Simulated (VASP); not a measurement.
A run of VASP 6.6.1 is set up as follows.

INCAR

```
  PREC = Accurate
  ENCUT = 520
  EDIFF = 1E-6
  ISMEAR = -1
  SIGMA = 0.1
  LREAL = False
  LASPH = True
  NELM = 100
  ALGO = Normal
  ISIF = 2
  LWAVE = False
  LCHARG = True
  GGA = RE
  LELF = True
  LVHAR = True
  NBANDS = 9
```

The input KPOINTS:

```
Automatic mesh
0
Gamma
  12 12 12
```

Contents of POSCAR:

```
Be
1.0
    0.0000000000      2.3655050121      2.3655050121
    2.3655050121      0.0000000000      2.3655050121
    2.3655050121      2.3655050121      0.0000000000
Be
2
Direct
    0.1250000000      0.1250000000      0.1250000000
    0.8750000000      0.8750000000      0.8750000000
```

Potentials or basis: VASP PAW PBE potentials, release 64 (Be).

The run is started by

```console
$ cat potpaw_PBE.64/Be/POTCAR > POTCAR
$ mpirun -np 1 vasp_std > vasp.out
```

(1) Estimate the pressure.

(2) Estimate the band gap on the k mesh.

Results:

(1) 6.6 GPa.

(2) zero (band 2 reaches 7.59 eV, above the bottom of band 3 at 0.80 eV).

Caveat: the PAW data sets were made with another functional, which shifts forces and pressure a little.
